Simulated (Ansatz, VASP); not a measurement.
One calculation of NiSb, two programs

```
CELL_PARAMETERS angstrom
0.00000 2.85337 2.85337
2.85337 0.00000 2.85337
2.85337 2.85337 0.00000
ATOMIC_POSITIONS crystal
Ni 0.00000 0.00000 0.00000
Sb 0.75000 0.75000 0.75000
```

Alike in both runs: functional PBE; k mesh 6 × 6 × 6; occupations gaussian, width 0.1 eV; no spin polarisation.

Ansatz relaxed the structure, and its values are those at the end. VASP's run is a single point on that final structure, the one shown.

```csv
,VASP,Ansatz
version,VASP 6.6.1,Ansatz 0.2.0
potentials or method,"VASP PAW PBE potentials, release 64 (Ni, Sb), cutoff 520 eV","scalar-relativistic, plane waves, PAW"
valence electrons in the cell,15,33
```

VASP gave:

```
gap on the k mesh at the Fermi level (eV) : none
pressure (GPa)                            : 0.0
```

**Question.** What did Ansatz give for the same quantities?

**Answer.** gap on the k mesh at the Fermi level (eV): none; pressure (GPa): 0.1.

A gap of «none» marks a metal or a gap that the smearing closes. The functional is the same, so the differences come from potentials, cutoffs and numerics. VASP's potentials hold 15 valence electrons a cell and Ansatz's 33, so a difference there can come from the potentials and not from the codes.

Spin-orbit coupling is off throughout.
